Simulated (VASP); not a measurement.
# Si (C2/m) in VASP: further runs

Si is run at these levels: PBE; tasks: electric field gradients.

Everything below comes from runs of VASP 6.6.1. Logs are shortened: lines on timing, memory, paths and dates and some standing lists are left out, and cuts for length are marked.

**1. The cell of the first run**

Symmetry: C2/m, No. 12, monoclinic system. Conventional cell: a = 5.174 Å, b = 4.737 Å, c = 2.550 Å, α = 90.00°, β = 119.53°, γ = 90.00°. Si (site symmetry m) has 8 Si at 2.27 to 2.91 Å within 3.0 Å.

**2. Electric field gradients, PBE (atom 1 (Si) moved by [0.2, 0.0, 0.0] A)**

INCAR reads:

```
PREC = Accurate ; ENCUT = 520
EDIFF = 1E-8 ; ISMEAR = -1
SIGMA = 0.08 ; LREAL = F
LASPH = T ; NELM = 100
ALGO = Normal ; ISIF = 2
LWAVE = F ; LCHARG = F
GGA = PE ; LEFG = T
ISYM = 0 ; NBANDS = 11
```

KPOINTS reads:

```
regular mesh
0
Gamma
  16 16 11
```

POSCAR reads:

```
Si
1.0
   -2.2510000000      2.3685000000      1.2750000000
    2.2510000000     -2.3685000000      1.2750000000
    2.2510000000      2.3685000000     -1.2750000000
Si
2
Direct
    0.8070000000      0.6014247001      0.2944247001
    0.1930000000      0.4430000000      0.7500000000
```

Potentials or basis: VASP PAW PBE potentials, release 64 (Si).

On the command line:

```sh
$ cat potpaw_PBE.64/Si/POTCAR > POTCAR
$ mpirun -np 1 vasp_std > vasp.out
```

OUTCAR:

```text
PREC = Accurate
   ENCUT = 520
   EDIFF = 1E-8
   ISMEAR = -1
   LREAL = F
   LASPH = T
   NELM = 100
   ISIF = 2
   GGA = PE
   ISYM = 0

 ion  position               nearest neighbor table
   1  0.807  0.601  0.294-   2 2.27   2 2.39   2 2.39   2 2.58   2 2.64   2 2.91
   2  0.193  0.443  0.750-   1 2.27   1 2.39   1 2.39   1 2.58   1 2.64   1 2.91

IMPORTANT INFORMATION: All symmetrisations will be switched off!
NOSYMM: (Re-)initialisation of all symmetry stuff for point group C_1.

----------------------------------------------------------------------------------------

                                     Primitive cell

  volume of cell :      27.1906

  direct lattice vectors                    reciprocal lattice vectors
    -2.251000000  2.368500000  1.275000000     0.000000000  0.211104074  0.392156863
     2.251000000 -2.368500000  1.275000000     0.222123501  0.000000000  0.392156863
     2.251000000  2.368500000 -1.275000000     0.222123501  0.211104074  0.000000000

  length of vectors
     3.507480328  3.507480328  3.507480328     0.445367191  0.450694857  0.306437236

  position of ions in fractional coordinates (direct lattice)
     0.807000000  0.601424700  0.294424700
     0.193000000  0.443000000  0.750000000

  ion indices of the primitive-cell ions
   primitive index   ion index
                 1           1
                 2           2

----------------------------------------------------------------------------------------

 KPOINTS: regular mesh

Automatic generation of k-mesh.
 Grid dimensions read from file:
 generate k-points for:   16   16   11

 Generating k-lattice:

  Cartesian coordinates                     Fractional coordinates (reciprocal lattice)
     0.000000000  0.013194005  0.024509804     0.062500000  0.000000000  0.000000000
     0.013882719  0.000000000  0.024509804    -0.000000000  0.062500000  0.000000000
     0.020193046  0.019191279  0.000000000    -0.000000000  0.000000000  0.090909091

  Length of vectors
     0.027835449  0.028168429  0.027857931

  Shift w.r.t. Gamma in fractional coordinates (k-lattice)
     0.000000000  0.000000000  0.000000000

 -----------------------------------------------------------------------------
|                                                                             |
|           W    W    AA    RRRRR   N    N  II  N    N   GGGG   !!!           |
|           W    W   A  A   R    R  NN   N  II  NN   N  G    G  !!!           |
|           W    W  A    A  R    R  N N  N  II  N N  N  G       !!!           |
|           W WW W  AAAAAA  RRRRR   N  N N  II  N  N N  G  GGG   !            |
|           WW  WW  A    A  R   R   N   NN  II  N   NN  G    G                |
|           W    W  A    A  R    R  N    N  II  N    N   GGGG   !!!           |
|                                                                             |
|     Your reciprocal lattice and k-lattice belong to different lattice       |
|     classes:                                                                |
|                                                                             |
|        The reciprocal lattice is face-centered orthorhombic,                |
|        whereas your k-lattice is triclinic.                                 |
|                                                                             |
|     Results are often still useful ...                                      |
|                                                                             |
 -----------------------------------------------------------------------------

 WARNING: IBZKPT: internal override: KBLOWUP is changed to .FALSE.
      ... skipping the blow-up phase ...

 Subroutine IBZKPT returns following result:
 ===========================================

 Found   1410 irreducible k-points:

 Following reciprocal coordinates:
            Coordinates               Weight
  0.000000  0.000000  0.000000      1.000000
  0.062500  0.000000 -0.000000      2.000000
  0.125000  0.000000 -0.000000      2.000000
  0.187500  0.000000 -0.000000      2.000000
  0.250000  0.000000 -0.000000      2.000000
  0.312500 -0.000000  0.000000      2.000000
[... 16 lines left out ...]
 -0.187500  0.062500  0.000000      2.000000
 -0.125000  0.062500  0.000000      2.000000
 [... further k-points ...]
[... 16 lines left out ...]
   ENCUT  =  520.0 eV  38.22 Ry    6.18 a.u.   6.52  6.52  6.52*2*pi/ulx,y,z
   NELM   =    100;   NELMIN=  2; NELMDL= -5     # of ELM steps
   EDIFF  = 0.1E-07   stopping-criterion for ELM
   LREAL  =      F    real-space projection
   EDIFFG = 0.1E-06   stopping-criterion for IOM
   NSW    =      0    number of steps for IOM
   IBRION =     -1    ionic relax: 0-MD 1-quasi-New 2-CG
   NFREE  =      0    steps in history (QN), initial steepest desc. (CG)
   ISIF   =      2    stress and relaxation
   ISYM   =      0    0-nonsym 1-usesym 2-fastsym
   POTIM  = 0.5000    time-step for ionic-motion
   TEBEG  =    0.0;   TEEND  =   0.0 temperature during run
   PSTRESS=    0.0 pullay stress
   NELECT =       8.0000    total number of electrons
   NUPDOWN=      -1.0000    fix difference up-down
   EMIN   =  10.00;   EMAX   =-10.00  energy-range for DOS
   EFERMI =   0.00;   METHOD = LEGACY
   ISMEAR =    -1;   SIGMA  =   0.08  broadening in eV -4-tet -1-fermi 0-gaus
   EFERMI_NEDOS =   21; number of points for ismear=-14 and -15
   IALGO  =     38    algorithm
   IMIX   =      4    mixing-type and parameters
     AMIX     =   0.40;   BMIX     =  1.00
     AMIX_MAG =   1.60;   BMIX_MAG =  1.00
  volume/ion in A,a.u.               =      13.60        91.75
  Fermi-wavevector in a.u.,A,eV,Ry     =   1.088843  2.057614 16.130773  1.185578
  Thomas-Fermi vector in A             =   2.225033
   LORBIT       =      0    0 simple, 1 ext, 2 COOP (PROOUT), +10 PAW based schemes
   GGA     = PE    functional components
   LHFCALC =     F    Hartree Fock is set to
   AEXX    =    0.0000 exact exchange contribution
   IVDW    =     0    specifies the selected vdW correction
   LEPSILON=     F    determine dielectric tensor
   LRPA    =     F    only Hartree local field effects (RPA)
 non-spin polarized calculation
  energy-cutoff  :      520.00
  volume of cell :       27.19
 maximum number of plane-waves:       761
 NGX is ok and might be reduce to    28
   NGX = 13   NGY = 13   NGZ = 13

 number of electron       8.0000000 magnetization

 Free energy of the ion-electron system (eV)
  ---------------------------------------------------
  ext. energy  EPLUGINS =         0.00000000
  ---------------------------------------------------
  free energy    TOTEN  =        -9.98685750 eV

  energy without entropy =       -9.97213273  energy(sigma->0) =       -9.97949511

 E-fermi :  10.6953     XC(G=0): -11.3625

 val. band max:       10.6949226618   @ k =   0.4375   0.3125  -0.0000
 cond. band min:      10.6971297097   @ k =  -0.2500  -0.1875   0.3636
 fundamental gap:      0.0022070479
 Fermi energy:        10.6953110623

 k-point     1 :       0.0000    0.0000    0.0000
  band No.  band energies     occupation
      1      -4.1817      2.00000
      2       7.6689      2.00000
      3       8.2585      2.00000
      4       8.9936      2.00000
      5      11.5999      0.00002
      6      18.5621      0.00000
      7      19.9678      0.00000
      8      20.2765      0.00000
      9      21.4125      0.00000
     10      21.4439      0.00000
     11      22.8671      0.00000
[... 309 lines left out ...]
 k-point    24 :      -0.1250    0.0625    0.0000
  band No.  band energies     occupation
      1      -3.9685      2.00000
      2       6.5728      2.00000
      3       7.9325      2.00000
      4      10.1614      1.99748
      5      12.5725      0.00000
      6      16.7521      0.00000
      7      18.4795      0.00000
      8      20.2527      0.00000
      9      20.8998      0.00000
     10      21.7548      0.00000
     11      23.4375      0.00000

 [... further k-points ...]

------------------------ aborting loop because EDIFF is reached ----------------------------------------

  FORCE on cell =-STRESS in cart. coord.  units (eV):
  Direction    XX          YY          ZZ          XY          YZ          ZX
  --------------------------------------------------------------------------------------
  -------------------------------------------------------------------------------------
  Total        3.7730786      2.5489968      3.0605223     -0.0261477     -0.0137641      0.7978336
  in kB      222.3245262    150.1968476    180.3379280     -1.5407266     -0.8110355     47.0114721
  external PRESSURE =     184.2864339 kB  Pullay stress =       0.0000000 kB

 VOLUME and BASIS-vectors are now :
 -----------------------------------------------------------------------------
  energy-cutoff  :      520.00
  volume of cell :       27.19
      direct lattice vectors                 reciprocal lattice vectors
    -2.251000000  2.368500000  1.275000000     0.000000000  0.211104074  0.392156863
     2.251000000 -2.368500000  1.275000000     0.222123501  0.000000000  0.392156863
     2.251000000  2.368500000 -1.275000000     0.222123501  0.211104074  0.000000000

 POSITION                                       TOTAL-FORCE (eV/Angst)
 -----------------------------------------------------------------------------------
      0.20000      1.18425      1.42035        -1.340094     -0.006241     -0.301913
      2.25100      1.18425     -0.14535         1.340094      0.006241      0.301913
 -----------------------------------------------------------------------------------
    total drift:                               -0.000000     -0.000000      0.000000

  FREE ENERGIE OF THE ION-ELECTRON SYSTEM (eV)
  ---------------------------------------------------
  free  energy   TOTEN  =        -9.9868574971 eV

  energy  without entropy=       -9.9721327319  energy(sigma->0) =       -9.97949511

 Electric field gradients (V/A^2)
---------------------------------------------------------------------
 ion       V_xx      V_yy      V_zz      V_xy      V_xz      V_yz
---------------------------------------------------------------------
   1       3.501   -20.464    16.963     0.093   -12.116     0.021
   2       3.501   -20.464    16.963     0.093   -12.116     0.021
---------------------------------------------------------------------

 Electric field gradients after diagonalization (V/A^2)
 (convention: |V_zz| > |V_xx| > |V_yy|)
----------------------------------------------------------------------
 ion       V_xx      V_yy      V_zz     asymmetry (V_yy - V_xx)/ V_zz
----------------------------------------------------------------------
   1     -20.464    -3.628    24.092       0.699
   2     -20.464    -3.628    24.092       0.699
----------------------------------------------------------------------

           NMR quadrupolar parameters

 Cq : quadrupolar parameter    Cq=e*Q*V_zz/h
 eta: asymmetry parameters     (V_yy - V_xx)/ V_zz
 Q  : nuclear electric quadrupole moment in mb (millibarn)
----------------------------------------------------------------------
 ion       Cq(MHz)       eta       Q (mb)
----------------------------------------------------------------------
   1       0.058       0.699       1.000
   2       0.058       0.699       1.000
----------------------------------------------------------------------
```

Run time: 7.5 min. Hardware: 1 thread of Intel Xeon 6975P-C, shared host; peak memory 0.43 GiB.

What came out:

```yaml
Free_energy: -9.9869 eV
Pressure: 18.4 GPa
Largest_force: 1.374 eV/Å
Band_gap_on_the_k_mesh: zero (band 4 reaches 13.25 eV, above the bottom of band 5 at 6.17 eV)
```

Forces in eV/Å, atoms in the order of the input:
```
Si  -1.340 -0.006 -0.302
Si   1.340  0.006  0.302
```

Stress tensor (GPa, compression positive):
```
22.23 -0.15  4.70
-0.15 15.02 -0.08
 4.70 -0.08 18.03
```

Electric field gradients, principal values (V/Å²):
```csv
atom,least,middle,greatest (by size)
1 Si,-3.628,-20.464,24.092
2 Si,-3.628,-20.464,24.092
```

Caveat: the cell differs from its parent crystal (atom 1 (Si) moved by [0.2, 0.0, 0.0] A); without QUAD_EFG the Cq values of the log hold for a quadrupole moment of 1 mb, not for the nuclei; forces of over 1 eV/Å act on the atoms, so gaps and moduli don't describe the material at rest.

[end of part 1 of 2]
